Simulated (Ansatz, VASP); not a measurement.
## One calculation of Si2B, two programs

```
Si B
1.0
     3.29112    0.00000    0.00000
     0.00000    3.29112    0.00000
     0.00000    0.00000    6.46213
Si B
4 2
Direct
  0.00000 0.00000 0.00000
  0.50000 0.50000 0.00000
  0.50000 0.00000 0.63785
  0.00000 0.50000 0.36215
  0.50000 0.00000 0.31574
  0.00000 0.50000 0.68426
```

Alike in both runs: functional PBE; k mesh 12 × 12 × 6; occupations gaussian, width 0.1 eV; no spin polarisation.

Ansatz relaxed the structure, and its values are those at the end. VASP's run is a single point on that final structure, the one shown.

```csv
,VASP,Ansatz
version,VASP 6.6.1,Ansatz 0.2.0
potentials or method,"VASP PAW PBE potentials, release 64 (Si, B), cutoff 520 eV","scalar-relativistic, plane waves, PAW"
valence electrons in the cell,22,22
```

VASP gave:

* gap on the k mesh at the Fermi level (eV): none
* pressure (GPa): -0.1

**Question.** Estimate Ansatz's values.

**Answer.** gap on the k mesh at the Fermi level (eV): none; pressure (GPa): 0.0.

A gap of «none» marks a metal or a gap that the smearing closes.
